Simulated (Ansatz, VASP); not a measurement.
**Cs3Li2 in VASP and in Ansatz**

INCAR

```
SYSTEM = Cs3Li2
PREC = Accurate
ENCUT = 600
EDIFF = 1E-6
ISMEAR = 0
SIGMA = 0.1
LREAL = .False.
LASPH = .True.
NELM = 80
ALGO = Fast
ISIF = 3
LWAVE = .False.
LCHARG = .False.
GGA = PE
IBRION = 2
NSW = 90
EDIFFG = -0.04
```

KPOINTS

```
Automatic mesh
0
Gamma
  4 4 4
  0 0 0
```

File POSCAR:

```
Cs3Li2
1.0
    5.7077962100      0.0000000000      0.0000000000
    0.0000000000      5.7077962100      0.0000000000
    0.0000000000      0.0000000000      5.7077962100
Cs Li
3 2
Direct
    0.0000000000      0.5000000000      0.5000000000
    0.5000000000      0.0000000000      0.5000000000
    0.5000000000      0.5000000000      0.0000000000
    0.5000000000      0.5000000000      0.5000000000
    0.0000000000      0.0000000000      0.0000000000
```

Input for Ansatz:

```yaml
crystal:
  lattice:
    - [5.70779621, 0.0, 0.0]
    - [0.0, 5.70779621, 0.0]
    - [0.0, 0.0, 5.70779621]
  atoms:
    - { symbol: Cs, position: [0.0, 0.5, 0.5] }
    - { symbol: Cs, position: [0.5, 0.0, 0.5] }
    - { symbol: Cs, position: [0.5, 0.5, 0.0] }
    - { symbol: Li, position: [0.5, 0.5, 0.5] }
    - { symbol: Li, position: [0.0, 0.0, 0.0] }
basis:
  ecutwfc: 420
kpoints:
  mp_grid: { grid: [4, 4, 4] }
hamiltonian:
  xc: pbe
scf:
  occupations: { method: gaussian, width: 0.1 }
  lower_state_search: "off"
output:
  forces: true
  stress: true
  eigenvalues: true
relax:
  adjacent_minimum: "off"
  f_tol: 0.04
  max_steps: 70
  cell: { stress_tol: 0.4 }
```

Alike in both runs: task relaxation of cell and atoms; functional PBE; k mesh 4 × 4 × 4; occupations gaussian, width 0.1 eV; no spin polarisation.

```csv
,VASP,Ansatz
version,VASP 6.6.1,Ansatz 0.2.0
potentials or method,"VASP PAW PBE potentials, release 64 (Cs_sv, Li_sv), cutoff 600 eV","scalar-relativistic, plane waves, PAW"
valence electrons in the cell,33,33
```

VASP gave:

- gap on the k mesh at the Fermi level, each at its own relaxed structure (eV): none
- relaxed volume (Å³/atom): 70.63
- relaxed cell length with the largest relative difference (Å): 7.068

Q: Which values does Ansatz return?

A: gap on the k mesh at the Fermi level, each at its own relaxed structure (eV): none; relaxed volume (Å³/atom): 75.71; relaxed cell length with the largest relative difference (Å): 7.234.

A gap of «none» marks a metal or a gap that the smearing closes. One of these differences is far larger than is usual between the two programs; its cause wasn't traced.

Neither program's run includes spin-orbit coupling. Noted on VASP's run: the cutoff is short for stress, so the pressure is rough; the volume moved by over 15 % at a fixed basis, so the end points are rough.
